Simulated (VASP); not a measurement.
# SnSe2 (P-3m1) in VASP: notebook, part 2 of 2

VASP 6.6.1.

## 4. Single point, PBE+D3(BJ) (29.68 Å³/atom)

This run uses another cell than the first one, of 29.68 Å³/atom.

Input file INCAR:

```
SYSTEM = SnSe2
PREC = Accurate ; ENCUT = 500
EDIFF = 1E-6 ; ISMEAR = 0
SIGMA = 0.03 ; LREAL = .False.
LASPH = .True. ; NELM = 120
ALGO = Normal ; ISIF = 2
LWAVE = .False. ; LCHARG = .True.
GGA = PE ; IVDW = 12
LELF = .True. ; LVHAR = .True.
NBANDS = 20 ; GGA_COMPAT = .False.
```

Input file KPOINTS:

```
regular mesh
0
Gamma
  12 12 6
  0 0 0
```

Input file POSCAR:

```
SnSe2
1.0
    4.1172531873      0.0000000000      0.0000000000
   -2.0586265937      3.5656458540      0.0000000000
    0.0000000000      0.0000000000      6.0643022196
Sn Se
1 2
Direct
    0.0000000000      0.0000000000      0.0000000000
    0.3333333333      0.6666666667      0.2651331237
    0.6666666667      0.3333333333      0.7348668763
```

Potentials or basis: VASP PAW PBE potentials, release 64 (Sn_d, Se).

The run is started by

```console
$ cat potpaw_PBE.64/Sn_d/POTCAR potpaw_PBE.64/Se/POTCAR > POTCAR
$ mpirun -np 1 vasp_std > vasp.out
```

OUTCAR:

```text
SYSTEM = SnSe2
   PREC = Accurate
   ENCUT = 500
   EDIFF = 1E-6
   ISMEAR = 0
   LREAL = .False.
   LASPH = .True.
   NELM = 120
   ISIF = 2
   GGA = PE
   IVDW = 12
 IVDW          = 12

 ion  position               nearest neighbor table
   1  0.000  0.000  0.000-   2 2.87   3 2.87   3 2.87   2 2.87   3 2.87   2 2.87
   2  0.333  0.667  0.265-   1 2.87   1 2.87   1 2.87
   3  0.667  0.333  0.735-   1 2.87   1 2.87   1 2.87

  LATTYP: Found a hexagonal cell.
 ALAT       =     4.1172531873
 C/A-ratio  =     1.4729000000

  Lattice vectors:

 A1 = (   4.1172531873,   0.0000000000,   0.0000000000)
 A2 = (  -2.0586265937,   3.5656458540,   0.0000000000)
 A3 = (   0.0000000000,   0.0000000000,   6.0643022196)

Analysis of symmetry for initial positions (statically):
=====================================================================
 Subroutine PRICEL returns:
 Original cell was already a primitive cell.

 Routine SETGRP: Setting up the symmetry group for a
 hexagonal supercell.

 Subroutine GETGRP returns: Found 12 space group operations
 (whereof 12 operations were pure point group operations)
 out of a pool of 24 trial point group operations.

The static configuration has the point symmetry D_3d.

Analysis of symmetry for dynamics (positions and initial velocities):
=====================================================================
 Subroutine PRICEL returns:
 Original cell was already a primitive cell.

 Routine SETGRP: Setting up the symmetry group for a
 hexagonal supercell.

 Subroutine GETGRP returns: Found 12 space group operations
 (whereof 12 operations were pure point group operations)
 out of a pool of 24 trial point group operations.

The dynamic configuration has the point symmetry D_3d.

 Subroutine INISYM returns: Found 12 space group operations
 (whereof 12 operations are pure point group operations),
 and found     1 'primitive' translations

----------------------------------------------------------------------------------------

                                     Primitive cell

  volume of cell :      89.0280

  direct lattice vectors                    reciprocal lattice vectors
     4.117253187  0.000000000  0.000000000     0.242880375  0.140227050  0.000000000
    -2.058626594  3.565645854  0.000000000     0.000000000  0.280454100  0.000000000
     0.000000000  0.000000000  6.064302220     0.000000000  0.000000000  0.164899433

  length of vectors
     4.117253187  4.117253187  6.064302220     0.280454100  0.280454100  0.164899433

  position of ions in fractional coordinates (direct lattice)
     0.000000000  0.000000000  0.000000000
     0.333333333  0.666666667  0.265133124
     0.666666667  0.333333333  0.734866876

  ion indices of the primitive-cell ions
   primitive index   ion index
                 1           1
                 2           2
                 3           3

----------------------------------------------------------------------------------------

 KPOINTS: regular mesh

Automatic generation of k-mesh.
 Grid dimensions read from file:
 generate k-points for:   12   12    6

 Generating k-lattice:

  Cartesian coordinates                     Fractional coordinates (reciprocal lattice)
     0.020240031  0.011685588  0.000000000     0.083333333  0.000000000  0.000000000
     0.000000000  0.023371175  0.000000000     0.000000000  0.083333333  0.000000000
     0.000000000  0.000000000  0.027483239     0.000000000  0.000000000  0.166666667

  Length of vectors
     0.023371175  0.023371175  0.027483239

  Shift w.r.t. Gamma in fractional coordinates (k-lattice)
     0.000000000  0.000000000  0.000000000

 Subroutine IBZKPT returns following result:
 ===========================================

 Found    100 irreducible k-points:

 Following reciprocal coordinates:
            Coordinates               Weight
  0.000000  0.000000  0.000000      1.000000
  0.083333  0.000000  0.000000      6.000000
  0.166667  0.000000  0.000000      6.000000
  0.250000  0.000000  0.000000      6.000000
  0.333333  0.000000  0.000000      6.000000
  0.416667  0.000000  0.000000      6.000000
[... 16 lines left out ...]
  0.166667  0.000000  0.166667      6.000000
  0.000000  0.166667  0.166667      6.000000
 [... further k-points ...]
   k-points           NKPTS =    100   k-points in BZ     NKDIM =    100   number of bands    NBANDS=     20
   number of dos      NEDOS =    301   number of ions     NIONS =      3
   total plane-waves  NPLWV =  43200
   dimension x,y,z NGX =    30 NGY =   30 NGZ =   48
   dimension x,y,z NGXF=    60 NGYF=   60 NGZF=   96
   ions per type =               1   2
   NGX,Y,Z   is equivalent  to a cutoff of  12.11, 12.11, 13.16 a.u.
   NGXF,Y,Z  is equivalent  to a cutoff of  24.23, 24.23, 26.32 a.u.
 SYSTEM =  SnSe2
   PREC   = accura    normal or accurate (medium, high low for compatibility)
   ISTART =      0    job   : 0-new  1-cont  2-samecut
   ICHARG =      2    charge: 1-file 2-atom 10-const
   ISPIN  =      1    spin polarized calculation?
   LNONCOLLINEAR =      F non collinear calculations
   LSORBIT =      F    spin-orbit coupling
   LASPH  =      T    aspherical Exc in radial PAW
   ENCUT  =  500.0 eV  36.75 Ry    6.06 a.u.   7.51  7.51 11.06*2*pi/ulx,y,z
   NELM   =    120;   NELMIN=  2; NELMDL= -5     # of ELM steps
   EDIFF  = 0.1E-05   stopping-criterion for ELM
   LREAL  =      F    real-space projection
   EDIFFG = 0.1E-04   stopping-criterion for IOM
   NSW    =      0    number of steps for IOM
   IBRION =     -1    ionic relax: 0-MD 1-quasi-New 2-CG
   NFREE  =      0    steps in history (QN), initial steepest desc. (CG)
   ISIF   =      2    stress and relaxation
   ISYM   =      2    0-nonsym 1-usesym 2-fastsym
   POTIM  = 0.5000    time-step for ionic-motion
   TEBEG  =    0.0;   TEEND  =   0.0 temperature during run
   PSTRESS=    0.0 pullay stress
   NELECT =      26.0000    total number of electrons
   NUPDOWN=      -1.0000    fix difference up-down
   EMIN   =  10.00;   EMAX   =-10.00  energy-range for DOS
   EFERMI =   0.00;   METHOD = LEGACY
   ISMEAR =     0;   SIGMA  =   0.03  broadening in eV -4-tet -1-fermi 0-gaus
   EFERMI_NEDOS =   21; number of points for ismear=-14 and -15
   IALGO  =     38    algorithm
   IMIX   =      4    mixing-type and parameters
     AMIX     =   0.40;   BMIX     =  1.00
     AMIX_MAG =   1.60;   BMIX_MAG =  1.00
  volume/ion in A,a.u.               =      29.68       200.26
  Fermi-wavevector in a.u.,A,eV,Ry     =   1.086152  2.052529 16.051134  1.179725
  Thomas-Fermi vector in A             =   2.222282
   LORBIT       =      0    0 simple, 1 ext, 2 COOP (PROOUT), +10 PAW based schemes
   GGA     = PE    functional components
   LHFCALC =     F    Hartree Fock is set to
   AEXX    =    0.0000 exact exchange contribution
   IVDW    =    12    specifies the selected vdW correction
   LEPSILON=     F    determine dielectric tensor
   LRPA    =     F    only Hartree local field effects (RPA)
 non-spin polarized calculation
 Gauss-broadening in eV      SIGMA  =   0.03
  energy-cutoff  :      500.00
  volume of cell :       89.03
 maximum number of plane-waves:      2285
   NGX = 15   NGY = 15   NGZ = 23

 number of electron      26.0000012 magnetization

 Free energy of the ion-electron system (eV)
  ---------------------------------------------------
  ext. energy  EPLUGINS =         0.00000000
  ---------------------------------------------------
  free energy    TOTEN  =       -11.63194031 eV

  energy without entropy =      -11.63185476  energy(sigma->0) =      -11.63189754

 E-fermi :   3.1245     XC(G=0):  -8.9033

 val. band max:        3.1023402743   @ k =   0.0833   0.0833   0.0000
 cond. band min:       3.1838737883   @ k =   0.0000   0.4167   0.3333
 fundamental gap:      0.0815335140
 Fermi energy:         3.1245417541

 k-point     1 :       0.0000    0.0000    0.0000
  band No.  band energies     occupation
      1     -18.3443      2.00000
      2     -18.3443      2.00000
      3     -18.3416      2.00000
      4     -18.3305      2.00000
      5     -18.3305      2.00000
      6     -10.0526      2.00000
[... 12 lines left out ...]
     19      11.5469      0.00000
[... 513 lines left out ...]
      4     -18.3316      2.00000
      5     -18.3284      2.00000
      6      -9.8144      2.00000
[... 12 lines left out ...]
     19      10.7367      0.00000
     20      11.3188      0.00000

 [... further k-points ...]

------------------------ aborting loop because EDIFF is reached ----------------------------------------

 Edisp (eV)   -0.93444

 E8    (eV) :    -0.4091

  FORCE on cell =-STRESS in cart. coord.  units (eV):
  Direction    XX          YY          ZZ          XY          YZ          ZX
  --------------------------------------------------------------------------------------
  -------------------------------------------------------------------------------------
  Total      -4.29025    -4.29025    -2.83048     0.00000     0.00000    -0.00000
  in kB     -77.20869   -77.20869   -50.93828     0.00000     0.00000    -0.00000
  external pressure =      -68.45 kB  Pullay stress =        0.00 kB

 VOLUME and BASIS-vectors are now :
 -----------------------------------------------------------------------------
  energy-cutoff  :      500.00
  volume of cell :       89.03
      direct lattice vectors                 reciprocal lattice vectors
     4.117253187  0.000000000  0.000000000     0.242880375  0.140227050  0.000000000
    -2.058626594  3.565645854  0.000000000     0.000000000  0.280454100  0.000000000
     0.000000000  0.000000000  6.064302220     0.000000000  0.000000000  0.164899433

 POSITION                                       TOTAL-FORCE (eV/Angst)
 -----------------------------------------------------------------------------------
      0.00000      0.00000      0.00000        -0.000000      0.000000      0.000000
     -0.00000      2.37710      1.60785        -0.000000      0.000000     -0.572892
      2.05863      1.18855      4.45645         0.000000      0.000000      0.572892
 -----------------------------------------------------------------------------------
    total drift:                                0.000000     -0.000000      0.000000

  FREE ENERGIE OF THE ION-ELECTRON SYSTEM (eV)
  ---------------------------------------------------
  free  energy   TOTEN  =       -12.5663769831 eV

  energy  without entropy=      -12.5662914260  energy(sigma->0) =      -12.56633420
```

OSZICAR:

```text
N       E                     dE             d eps       ncg     rms          rms(c)
DAV:   1     0.195821678326E+03    0.19582E+03   -0.11758E+04  4028   0.137E+03
DAV:   2     0.102980079618E+02   -0.18552E+03   -0.17921E+03  4352   0.355E+02
DAV:   3    -0.111391834110E+02   -0.21437E+02   -0.20971E+02  4948   0.109E+02
DAV:   4    -0.118805252600E+02   -0.74134E+00   -0.74017E+00  4668   0.216E+01
DAV:   5    -0.118997095826E+02   -0.19184E-01   -0.19183E-01  5452   0.366E+00    0.397E+00
DAV:   6    -0.116338433537E+02    0.26587E+00   -0.69032E-01  5516   0.697E+00    0.251E+00
DAV:   7    -0.116300147438E+02    0.38286E-02   -0.12060E-01  4620   0.183E+00    0.102E+00
DAV:   8    -0.116312206261E+02   -0.12059E-02   -0.10317E-02  4584   0.824E-01    0.220E-01
DAV:   9    -0.116318429653E+02   -0.62234E-03   -0.17503E-03  4736   0.312E-01    0.695E-02
DAV:  10    -0.116319290705E+02   -0.86105E-04   -0.28698E-04  4616   0.102E-01    0.172E-02
DAV:  11    -0.116319361156E+02   -0.70451E-05   -0.47312E-05  5032   0.434E-02    0.198E-02
DAV:  12    -0.116319390009E+02   -0.28852E-05   -0.60925E-06  4564   0.156E-02    0.282E-03
DAV:  13    -0.116319401706E+02   -0.11698E-05   -0.10298E-06  3828   0.614E-03    0.182E-03
DAV:  14    -0.116319403147E+02   -0.14401E-06   -0.19855E-07  2864   0.287E-03
   1 F= -.12566377E+02 E0= -.12566334E+02  d E =-.855572E-04
```

Run time: 77 s. Hardware: 1 thread of AMD EPYC 9R45 (Zen 5), shared host; peak memory 0.28 GiB.

What came out:

```
Free energy                : -12.5664 eV
Pressure                   : -6.8 GPa
Largest force              : 0.573 eV/Å
Band gap on the k mesh     : zero (bands 13 and 14 overlap by 0.08 eV)
Dispersion energy per atom : -0.311 eV
```

Forces in eV/Å, atoms in the order of the input:
```
Sn   0.000  0.000  0.000
Se   0.000  0.000 -0.573
Se   0.000  0.000  0.573
```

Levels at points of the mesh, in eV from the Fermi level:
```tsv
k point	band 9	band 10	band 11	band 12	band 13	band 14	band 15	band 16	band 17	band 18
(0.00, 0.00, 0.00)	-0.97	-0.97	-0.86	-0.86	-0.23	-0.10	2.37	3.83	3.83	7.89
(0.50, 0.00, 0.00)	-3.66	-2.74	-2.56	-1.44	-0.52	0.68	3.09	4.37	5.07	6.18
(0.00, 0.00, 0.50)	-1.92	-1.13	-1.13	-0.60	-0.60	1.37	2.09	3.46	3.46	7.16
(0.50, 0.00, 0.50)	-4.31	-2.28	-1.77	-1.10	-1.10	0.41	3.71	4.39	5.22	6.03
```

Caveat: the cell stands under tension; semilocal functionals underestimate gaps, and a narrow one can read as zero; spin-orbit coupling is left out, which moves the levels of the heavy elements.

## 5. Summary

```tsv
cell	gap on the mesh (eV)	pressure (GPa)	largest force (eV/Å)
a = 3.815, b = 3.815, c = 6.740 Å, angles 90.0, 90.0, 120.0°, 3 atoms	none	-5.2	1.31
a = 4.287, b = 4.287, c = 5.593 Å, angles 90.0, 90.0, 120.0°, 3 atoms	none	-6.8	0.07
a = 4.117, b = 4.117, c = 6.064 Å, angles 90.0, 90.0, 120.0°, 3 atoms	none	-6.8	0.57
```

Alike in all rows: task single point; level PBE+D3(BJ); potentials or basis VASP PAW PBE potentials, release 64 (Sn_d, Se); no spin polarisation; k mesh 12 × 12 × 6; cutoff (eV) 500; smearing gaussian 0.03 eV.

Caveats: semilocal functionals underestimate gaps, and a narrow one can read as zero; spin-orbit coupling is left out, which moves the levels of the heavy elements; the stress differs along the axes, from -10 to -3 GPa (at least some runs); forces of over 1 eV/Å act on the atoms, so gaps and moduli don't describe the material at rest (at least some runs); the stress differs along the axes, from -9 to -3 GPa (at least some runs); the cell stands under tension (at least some runs).

Absolute energies hang on the potentials; compare differences alone.

The gap in the log of VASP goes by the Fermi energy; the results here count the filled bands.